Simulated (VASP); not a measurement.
**As: single point with BLYP**

Crystal: As.

```
As
1.0
     2.93824    0.00000    0.00000
    -1.46912    2.54459    0.00000
     0.00000    0.00000   11.13222
As
4
Cartesian
  2.9382 0.0000 0.0000
  2.9382 0.0000 5.5661
  0.0000 1.6964 2.7831
  1.4691 0.8482 8.3492
```

This isn't the form of As at room conditions, which is rhombohedral.

* Program: VASP 6.6.1
* Task: single point
* Functional: BLYP
* Potentials or basis: VASP PAW PBE potentials, release 64 (As)
* Cutoff: 520 eV
* k mesh: 14 × 14 × 4
* Occupations: fermi-dirac, width 0.1 eV
* Spin: no spin polarisation

* Pressure: 3.0 GPa
* Band gap on the k mesh: zero (bands 10 and 11 overlap by 7.76 eV)

Stress tensor (GPa, compression positive):
```
3.54 0.00 0.00
0.00 3.54 0.00
0.00 0.00 1.90
```

Levels at points of the mesh, in eV from the Fermi level:
```csv
k point,band 6,band 7,band 8,band 9,band 10,band 11,band 12,band 13,band 14,band 15
"(0.00, 0.00, 0.00)",-2.37,-2.35,2.85,5.09,5.09,5.51,5.51,5.51,5.51,5.98
"(0.50, 0.00, 0.00)",-5.56,-4.86,-4.50,-1.44,-0.62,0.99,1.70,1.91,2.48,2.50
"(0.00, 0.00, 0.50)",-4.94,0.79,0.79,5.21,5.21,5.21,5.21,5.83,5.83,5.83
"(0.50, 0.00, 0.50)",-5.54,-4.91,-4.91,-0.68,-0.68,0.96,0.96,1.91,1.91,3.21
```

Run time: 110 s on 1 thread of AMD EPYC 9R14 (Zen 4), with other jobs on the host, peak memory 0.21 GiB.

Caveat: the PAW data sets were made with another functional, which shifts forces and pressure a little.
